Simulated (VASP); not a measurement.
# RbBr (Fm-3m) in VASP: settings compared, part 2 of 2

VASP 6.6.1. Earlier steps stand in the parts before.

## (3) Relaxation of cell and atoms, PBEsol, target pressure 40 GPa, at which the enthalpy is minimised

This run uses another cell than the first one, of 21.81 Å³/atom, 0.544 times its volume.

INCAR

```
PREC = Accurate
ENCUT = 500
EDIFF = 1E-7
ISMEAR = 0
SIGMA = 0.01
LREAL = F
LASPH = T
NELM = 120
ALGO = Normal
ISIF = 3
LWAVE = F
LCHARG = F
GGA = PS
IBRION = 2
NSW = 80
EDIFFG = -0.001
PSTRESS = 400.0
GGA_COMPAT = F
NELMIN = 4
```

KPOINTS

```
Automatic mesh
0
Gamma
  8 8 8
```

POSCAR

```
RbBr
1.0
    0.0000000000      2.7940500064      2.7940500064
    2.7940500064      0.0000000000      2.7940500064
    2.7940500064      2.7940500064      0.0000000000
Rb Br
1 1
Direct
    0.0000000000      0.0000000000      0.0000000000
    0.5000000000      0.5000000000      0.5000000000
```

Potentials or basis: VASP PAW PBE potentials, release 64 (Rb_sv, Br).

Command:

```bash
cat potpaw_PBE.64/Rb_sv/POTCAR potpaw_PBE.64/Br/POTCAR > POTCAR
mpirun -np 1 vasp_std > vasp.out
```

OUTCAR:

```text
PREC = Accurate
   ENCUT = 500
   EDIFF = 1E-7
   ISMEAR = 0
   LREAL = F
   LASPH = T
   NELM = 120
   ISIF = 3
   GGA = PS
   IBRION = 2
   NSW = 80
   EDIFFG = -0.001
   PSTRESS = 400.0
   NELMIN = 4

 ion  position               nearest neighbor table
   1  0.000  0.000  0.000-   2 2.79   2 2.79   2 2.79   2 2.79   2 2.79   2 2.79
   2  0.500  0.500  0.500-   1 2.79   1 2.79   1 2.79   1 2.79   1 2.79   1 2.79

  LATTYP: Found a face centered cubic cell.
 ALAT       =     5.5881000128

  Lattice vectors:

 A1 = (   0.0000000000,   2.7940500064,   2.7940500064)
 A2 = (   2.7940500064,   0.0000000000,   2.7940500064)
 A3 = (   2.7940500064,   2.7940500064,   0.0000000000)

Analysis of symmetry for initial positions (statically):
=====================================================================
 Subroutine PRICEL returns:
 Original cell was already a primitive cell.

 Routine SETGRP: Setting up the symmetry group for a
 face centered cubic supercell.

 Subroutine GETGRP returns: Found 48 space group operations
 (whereof 48 operations were pure point group operations)
 out of a pool of 48 trial point group operations.

The static configuration has the point symmetry O_h .

Analysis of symmetry for dynamics (positions and initial velocities):
=====================================================================
 Subroutine PRICEL returns:
 Original cell was already a primitive cell.

 Routine SETGRP: Setting up the symmetry group for a
 face centered cubic supercell.

 Subroutine GETGRP returns: Found 48 space group operations
 (whereof 48 operations were pure point group operations)
 out of a pool of 48 trial point group operations.

The dynamic configuration has the point symmetry O_h .

 Subroutine INISYM returns: Found 48 space group operations
 (whereof 48 operations are pure point group operations),
 and found     1 'primitive' translations

----------------------------------------------------------------------------------------

                                     Primitive cell

  volume of cell :      43.6247

  direct lattice vectors                    reciprocal lattice vectors
     0.000000000  2.794050006  2.794050006    -0.178951701  0.178951701  0.178951701
     2.794050006  0.000000000  2.794050006     0.178951701 -0.178951701  0.178951701
     2.794050006  2.794050006  0.000000000     0.178951701  0.178951701 -0.178951701

  length of vectors
     3.951383413  3.951383413  3.951383413     0.309953437  0.309953437  0.309953437

  position of ions in fractional coordinates (direct lattice)
     0.000000000  0.000000000  0.000000000
     0.500000000  0.500000000  0.500000000

  ion indices of the primitive-cell ions
   primitive index   ion index
                 1           1
                 2           2

----------------------------------------------------------------------------------------

 KPOINTS: Automatic mesh

Automatic generation of k-mesh.
 Grid dimensions read from file:
 generate k-points for:    8    8    8

 Generating k-lattice:

  Cartesian coordinates                     Fractional coordinates (reciprocal lattice)
    -0.022368963  0.022368963  0.022368963     0.125000000  0.000000000  0.000000000
[... 45 lines left out ...]
   dimension x,y,z NGXF=    60 NGYF=   60 NGZF=   60
   ions per type =               1   1
   NGX,Y,Z   is equivalent  to a cutoff of  12.62, 12.62, 12.62 a.u.
   NGXF,Y,Z  is equivalent  to a cutoff of  25.24, 25.24, 25.24 a.u.
 SYSTEM =  unknown system
   PREC   = accura    normal or accurate (medium, high low for compatibility)
   ISTART =      0    job   : 0-new  1-cont  2-samecut
   ICHARG =      2    charge: 1-file 2-atom 10-const
   ISPIN  =      1    spin polarized calculation?
   LNONCOLLINEAR =      F non collinear calculations
   LSORBIT =      F    spin-orbit coupling
   LASPH  =      T    aspherical Exc in radial PAW
   ENCUT  =  500.0 eV  36.75 Ry    6.06 a.u.   7.20  7.20  7.20*2*pi/ulx,y,z
   NELM   =    120;   NELMIN=  4; NELMDL= -5     # of ELM steps
   EDIFF  = 0.1E-06   stopping-criterion for ELM
   LREAL  =      F    real-space projection
   EDIFFG = -.1E-02   stopping-criterion for IOM
   NSW    =     80    number of steps for IOM
   IBRION =      2    ionic relax: 0-MD 1-quasi-New 2-CG
   NFREE  =      1    steps in history (QN), initial steepest desc. (CG)
   ISIF   =      3    stress and relaxation
   ISYM   =      2    0-nonsym 1-usesym 2-fastsym
   POTIM  = 0.5000    time-step for ionic-motion
   TEBEG  =    0.0;   TEEND  =   0.0 temperature during run
   PSTRESS=  400.0 pullay stress
   NELECT =      16.0000    total number of electrons
   NUPDOWN=      -1.0000    fix difference up-down
   EMIN   =  10.00;   EMAX   =-10.00  energy-range for DOS
   EFERMI =   0.00;   METHOD = LEGACY
   ISMEAR =     0;   SIGMA  =   0.01  broadening in eV -4-tet -1-fermi 0-gaus
   EFERMI_NEDOS =   21; number of points for ismear=-14 and -15
   IALGO  =     38    algorithm
   IMIX   =      4    mixing-type and parameters
     AMIX     =   0.40;   BMIX     =  1.00
     AMIX_MAG =   1.60;   BMIX_MAG =  1.00
  volume/ion in A,a.u.               =      21.81       147.20
  Fermi-wavevector in a.u.,A,eV,Ry     =   1.171846  2.214468 18.683843  1.373224
  Thomas-Fermi vector in A             =   2.308284
   LORBIT       =      0    0 simple, 1 ext, 2 COOP (PROOUT), +10 PAW based schemes
   GGA     = PS    functional components
   LHFCALC =     F    Hartree Fock is set to
   AEXX    =    0.0000 exact exchange contribution
   IVDW    =     0    specifies the selected vdW correction
   LEPSILON=     F    determine dielectric tensor
   LRPA    =     F    only Hartree local field effects (RPA)
 conjugate gradient relaxation of ions
 non-spin polarized calculation
 Gauss-broadening in eV      SIGMA  =   0.01
  energy-cutoff  :      500.00
  volume of cell :       43.62
 maximum number of plane-waves:      1124
 NGX is ok and might be reduce to    30
   NGX = 15   NGY = 15   NGZ = 15

--------------------------------------- Ionic step        1  -------------------------------------------

 number of electron      16.0000002 magnetization

 Free energy of the ion-electron system (eV)
  ---------------------------------------------------
  ext. energy  EPLUGINS =         0.00000000
  ---------------------------------------------------
  free energy    TOTEN  =        -3.82601055 eV

  energy without entropy =       -3.82601055  energy(sigma->0) =       -3.82601055

------------------------ aborting loop because EDIFF is reached ----------------------------------------

  FORCE on cell =-STRESS in cart. coord.  units (eV):
  Direction    XX          YY          ZZ          XY          YZ          ZX
  --------------------------------------------------------------------------------------
  -------------------------------------------------------------------------------------
  Total       11.0408889     11.0408889     11.0408889      0.0000000     -0.0000000      0.0000000
  in kB      405.4918261    405.4918261    405.4918261      0.0000000     -0.0000000      0.0000000
  external PRESSURE =       5.4918261 kB  Pullay stress =     400.0000000 kB
[... 177 lines left out ...]
--------------------------------------- Ionic step        6  -------------------------------------------

 number of electron      16.0000002 magnetization

 Free energy of the ion-electron system (eV)
  ---------------------------------------------------
  ext. energy  EPLUGINS =         0.00000000
  ---------------------------------------------------
  free energy    TOTEN  =        -3.86205545 eV

  energy without entropy =       -3.86205545  energy(sigma->0) =       -3.86205545

 E-fermi :   2.1007     XC(G=0): -10.1838

 val. band max:        2.0595974828   @ k =   0.5000   0.5000   0.0000
 cond. band min:       5.5297181464   @ k =   0.5000   0.5000   0.0000
 fundamental gap:      3.4701206636
 Fermi energy:         2.1006530756

 k-point     1 :       0.0000    0.0000    0.0000
  band No.  band energies     occupation
      1     -22.1444      2.00000
      2     -11.3237      2.00000
      3      -6.1776      2.00000
      4      -6.1776      2.00000
      5      -6.1776      2.00000
      6       1.9148      2.00000
      7       1.9148      2.00000
      8       1.9148      2.00000
      9       8.2374      0.00000
     10       8.2703      0.00000
     11       8.2703      0.00000
     12       8.2703      0.00000
[... 331 lines left out ...]
 k-point    24 :      -0.3750    0.2500    0.1250
  band No.  band energies     occupation
      1     -21.8963      2.00000
      2     -11.9308      2.00000
      3      -6.7846      2.00000
      4      -6.5861      2.00000
      5      -5.7377      2.00000
      6      -0.0764      2.00000
      7       0.9289      2.00000
      8       1.1817      2.00000
      9       9.1399      0.00000
     10       9.6243      0.00000
     11      12.9710      0.00000
     12      13.0902      0.00000

 [... further k-points ...]
[... 5 lines left out ...]
  --------------------------------------------------------------------------------------
  -------------------------------------------------------------------------------------
  Total       10.9270222     10.9270222     10.9270222      0.0000000      0.0000000      0.0000000
  in kB      399.9950248    399.9950248    399.9950248      0.0000000      0.0000000      0.0000000
  external PRESSURE =      -0.0049752 kB  Pullay stress =     400.0000000 kB
[... 21 lines left out ...]
  energy  without entropy=       -3.8620554490  energy(sigma->0) =       -3.86205545

  enthalpy is  TOTEN    =         7.0651026821 eV   P V=       10.9271581311

 reached required accuracy - stopping structural energy minimisation
```

It took 34 s on 1 thread of Intel Xeon Platinum 8488C (Sapphire Rapids), shared host; peak memory 0.17 GiB.

What came out:

- Free energy: -3.8621 eV
- Relaxed volume: 21.88 Å³/atom
- Relaxed cell: a = 3.956 Å, b = 3.956 Å, c = 3.956 Å, α = 60.00°, β = 60.00°, γ = 60.00°
- Space group after relaxing (to 0.05 Å): Fm-3m (No. 225)
- Energy change on relaxing (the enthalpy is what falls): -18.0 meV/atom
- Ionic steps: 6
- Pressure after relaxing: 40.0 GPa
- Band gap on the k mesh: 3.47 eV, direct

The path:
```csv
step,energy change (eV),largest force (eV/Å),pressure (GPa),volume (Å³)
1,0.0000,0.0000,40.55,43.62
2,-0.1172,0.0000,38.77,44.10
3,-0.0360,0.0000,40.02,43.77
4,-0.0371,0.0000,39.98,43.77
5,-0.0341,0.0000,40.03,43.76
6,-0.0360,0.0000,40.00,43.77
```

Final structure:
```xyz
2
Lattice="0.0000 2.7971 2.7971 2.7971 0.0000 2.7971 2.7971 2.7971 0.0000" Properties=species:S:1:pos:R:3 pbc="T T T"
Rb    2.7971    2.7971    0.0000
Br    2.7971    2.7971    2.7971
```

Levels at points of the mesh, in eV from the valence-band top:
```
           k point  band 5  band 6  band 7  band 8  band 9  band 10  band 11  band 12
(0.00, 0.00, 0.00)   -8.24   -0.14   -0.14   -0.14    6.18     6.21     6.21     6.21
(0.50, 0.00, 0.00)   -7.39   -2.85   -1.73   -1.73    7.73     9.09    10.62    10.62
(0.50, 0.50, 0.00)   -8.85   -0.03    0.00    0.00    3.47     9.60     9.71    11.96
```

Caveat: the cell is relaxed towards a set pressure, so the enthalpy falls and the energy may rise; the PAW data sets were made with another functional, which shifts forces and pressure a little. A hybrid or GW would open this gap; PBEsol tends to underestimate it.

## (4) Relaxation of cell and atoms, PBEsol, target pressure 40 GPa, at which the enthalpy is minimised

INCAR

```
SYSTEM = RbBr
ALGO = Normal
EDIFF = 1E-7
EDIFFG = -0.001
ENCUT = 500
GGA = PS
GGA_COMPAT = .False.
IBRION = 2
ISIF = 3
ISMEAR = 0
LASPH = .True.
LCHARG = .False.
LREAL = .False.
LWAVE = .False.
NELM = 120
NELMIN = 4
NSW = 80
PREC = Accurate
PSTRESS = 400.0
SIGMA = 0.01
```

KPOINTS

```
k-points
0
Gamma
  6 6 6
  0 0 0
```

POSCAR

```
RbBr
1.0
    0.0000000000      3.4222213902      3.4222213902
    3.4222213902      0.0000000000      3.4222213902
    3.4222213902      3.4222213902      0.0000000000
Rb Br
1 1
Direct
    0.0000000000      0.0000000000      0.0000000000
    0.5000000000      0.5000000000      0.5000000000
```

Command:

```bash
cat potpaw_PBE.64/Rb_sv/POTCAR potpaw_PBE.64/Br/POTCAR > POTCAR
mpirun -np 1 vasp_std > vasp.out
```

Run time: 1.9 min. Hardware: 1 thread of Intel Xeon Platinum 8488C (Sapphire Rapids), shared host; peak memory 0.24 GiB.

Results (log left out):

```yaml
Free_energy: -3.8648 eV
Relaxed_volume: 21.89 Å³/atom
Relaxed_cell: a = 3.956 Å, b = 3.956 Å, c = 3.956 Å, α = 60.00°, β = 60.00°, γ = 60.00°
Space_group_after_relaxing_to_0.05_Å: Fm-3m (No. 225)
Energy_change_on_relaxing_the_enthalpy_is_what_falls: +1245.3 meV/atom
Ionic_steps: 21
Pressure_after_relaxing: 40.0 GPa
Band_gap_on_the_k_mesh: 3.47 eV, direct
```

The path:
```
step  energy change (eV)  largest force (eV/Å)  pressure (GPa)  volume (Å³)
   1              0.0000                0.0000            0.03        80.16
   2             81.0499                0.0000         2108.57        11.12
   3              0.7258                0.0000           13.57        55.34
   4              1.1385                0.0000           19.76        51.33
   5              2.7755                0.0000           44.31        42.69
   6              2.4536                0.0000           39.44        43.92
   7              2.6010                0.0000           41.67        43.34
   8              2.2940                0.0000           37.03        44.59
   9              2.4905                0.0000           39.99        43.77
  10              2.4927                0.0000           40.03        43.76
  11              2.4926                0.0000           40.03        43.77
  12              2.4924                0.0000           40.02        43.77
  13              2.4924                0.0000           40.02        43.77
  14              2.4924                0.0000           40.02        43.77
  15              2.4924                0.0000           40.02        43.77
  16              2.4923                0.0000           40.02        43.77
  17              2.4923                0.0000           40.02        43.77
  18              2.4922                0.0000           40.02        43.77
  19              2.4919                0.0000           40.02        43.77
  20              2.4915                0.0000           40.01        43.77
  21              2.4906                0.0000           40.00        43.77
```

Final structure:
```yaml
crystal:
  lattice:
    - [0.00000, 2.79722, 2.79722]
    - [2.79722, 0.00000, 2.79722]
    - [2.79722, 2.79722, 0.00000]
  atoms:
    - { symbol: Rb, position: [0.00000, 0.00000, 0.00000] }
    - { symbol: Br, position: [0.50000, 0.50000, 0.50000] }
```

Levels at points of the mesh, in eV from the valence-band top:
| k point | band 5 | band 6 | band 7 | band 8 | band 9 | band 10 | band 11 | band 12 |
| --- | --- | --- | --- | --- | --- | --- | --- | --- |
| (0.00, 0.00, 0.00) | -8.24 | -0.14 | -0.14 | -0.14 | 6.18 | 6.21 | 6.21 | 6.21 |
| (0.50, 0.00, 0.00) | -7.39 | -2.85 | -1.73 | -1.73 | 7.73 | 9.09 | 10.62 | 10.62 |
| (0.50, 0.50, 0.00) | -8.85 | -0.03 | 0.00 | 0.00 | 3.47 | 9.60 | 9.71 | 11.95 |

Caveat: the cell is relaxed towards a set pressure, so the enthalpy falls and the energy may rise; the volume moved by over 15 % at a fixed basis, so the end points are rough; the PAW data sets were made with another functional, which shifts forces and pressure a little.

## (5) Relaxation of cell and atoms, PBEsol

This run uses another cell than the first one, of 40.18 Å³/atom, 1.003 times its volume.

Edit INCAR of step 4 so:

```diff
@@ -18,3 +18,2 @@
 PREC = Accurate
-PSTRESS = 400.0
 SIGMA = 0.01
```

KPOINTS is that of step 4.

POSCAR

```
RbBr
1.0
    0.0000000000      3.4252093759      3.4252093759
    3.4252093759      0.0000000000      3.4252093759
    3.4252093759      3.4252093759      0.0000000000
Rb Br
1 1
Direct
    0.0000000000      0.0000000000      0.0000000000
    0.5000000000      0.5000000000      0.5000000000
```

Command:

```bash
cat potpaw_PBE.64/Rb_sv/POTCAR potpaw_PBE.64/Br/POTCAR > POTCAR
mpirun -np 1 vasp_std > vasp.out
```

Wall time 14 s (1 thread of Intel Xeon Platinum 8488C (Sapphire Rapids), shared host); peak memory 0.21 GiB.

The run converged. Its results:

| Item | Value |
| --- | --- |
| Free energy | -6.3554 eV |
| Relaxed volume | 40.18 Å³/atom |
| Relaxed cell | a = 4.844 Å, b = 4.844 Å, c = 4.844 Å, α = 60.00°, β = 60.00°, γ = 60.00° |
| Space group after relaxing (to 0.05 Å) | Fm-3m (No. 225) |
| Energy gained by relaxing | 0.0 meV/atom |
| Ionic steps | 2 |
| Pressure after relaxing | 0.0 GPa |
| Band gap on the k mesh | 4.22 eV, direct |

Final structure:
```
CELL_PARAMETERS angstrom
0.00000 3.42495 3.42495
3.42495 0.00000 3.42495
3.42495 3.42495 0.00000
ATOMIC_POSITIONS crystal
Rb 0.00000 0.00000 0.00000
Br 0.50000 0.50000 0.50000
```

Levels at points of the mesh, in eV from the valence-band top:
| k point | band 6 | band 7 | band 8 | band 9 | band 10 | band 11 |
| --- | --- | --- | --- | --- | --- | --- |
| (0.00, 0.00, 0.00) | 0.00 | 0.00 | 0.00 | 4.22 | 7.20 | 7.20 |
| (0.50, 0.00, 0.00) | -1.02 | -0.37 | -0.37 | 6.67 | 7.62 | 9.44 |
| (0.50, 0.50, 0.00) | -0.49 | -0.16 | -0.16 | 5.49 | 7.02 | 9.06 |

Caveat: the PAW data sets were made with another functional, which shifts forces and pressure a little.

## (6) Single point, PBE (functional PBE, strained)

INCAR

```
SYSTEM = RbBr
  PREC = Accurate
  ENCUT = 500
  EDIFF = 1E-6
  ISMEAR = 0
  SIGMA = 0.02
  LREAL = .FALSE.
  LASPH = .TRUE.
  NELM = 120
  ALGO = Normal
  ISIF = 2
  LWAVE = .FALSE.
  LCHARG = .FALSE.
  GGA = PE
  NBANDS = 15
  GGA_COMPAT = .FALSE.
```

KPOINTS

```
regular mesh
0
G
  6 6 6
  0 0 0
```

POSCAR

```
RbBr
1.0
    0.0000000000      3.4573535250      3.4573535250
    3.4573535250      0.0000000000      3.4573535250
    3.4573535250      3.4573535250      0.0000000000
Rb Br
1 1
Direct
    0.0000000000      0.0000000000      0.0000000000
    0.5000000000      0.5000000000      0.5000000000
```

Potentials or basis: VASP PAW PBE potentials, release 64 (Rb_sv, Br).

Command:

```bash
cat potpaw_PBE.64/Rb_sv/POTCAR potpaw_PBE.64/Br/POTCAR > POTCAR
mpirun -np 1 vasp_std > vasp.out
```

Wall time 35 s (1 thread of Intel Xeon 8259CL, shared host); peak memory 0.21 GiB.

It converged, with:

| Property | Result |
| --- | --- |
| Free energy | -6.1084 eV |
| Pressure | 0.6 GPa |
| Band gap on the k mesh | 4.30 eV, direct |

Levels at points of the mesh, in eV from the valence-band top:
```tsv
k point	band 6	band 7	band 8	band 9	band 10	band 11
(0.00, 0.00, 0.00)	0.00	0.00	0.00	4.30	7.27	7.27
(0.50, 0.00, 0.00)	-0.94	-0.33	-0.33	6.75	7.62	9.41
(0.50, 0.50, 0.00)	-0.47	-0.16	-0.16	5.64	7.03	9.07
```

Caveat: the cell differs from its parent crystal (functional PBE, strained).

## (7) The runs side by side

| task | level | cell | k mesh | smearing | gap on the mesh (eV) | pressure (GPa) |
| --- | --- | --- | --- | --- | --- | --- |
| single point | PBEsol | a = 4.840 Å, angles 60.0°, 2 atoms | 6 × 6 × 6 | gaussian 0.01 eV | 4.22 | 0.0 |
| relaxation of cell and atoms | PBEsol | relaxed to 40 GPa from a = 3.951 Å, angles 60.0°, 2 atoms | 8 × 8 × 8 | gaussian 0.01 eV | 3.47 | 40.0 |
| relaxation of cell and atoms | PBEsol | relaxed to 40 GPa from a = 4.840 Å, angles 60.0°, 2 atoms | 6 × 6 × 6 | gaussian 0.01 eV | 3.47 | 40.0 |
| relaxation of cell and atoms | PBEsol | relaxed from a = 4.844 Å, angles 60.0°, 2 atoms | 6 × 6 × 6 | gaussian 0.01 eV | 4.22 | 0.0 |
| single point | PBE | a = 4.889 Å, angles 60.0°, 2 atoms | 6 × 6 × 6 | gaussian 0.02 eV | 4.30 | 0.6 |

Alike in all rows: potentials or basis VASP PAW PBE potentials, release 64 (Rb_sv, Br); no spin polarisation; cutoff (eV) 500.

Caveats: the PAW data sets were made with another functional, which shifts forces and pressure a little (some runs); the cell is relaxed towards a set pressure, so the enthalpy falls and the energy may rise (some runs); the volume moved by over 15 % at a fixed basis, so the end points are rough (some runs).

Absolute energies hang on the potentials; compare differences alone.
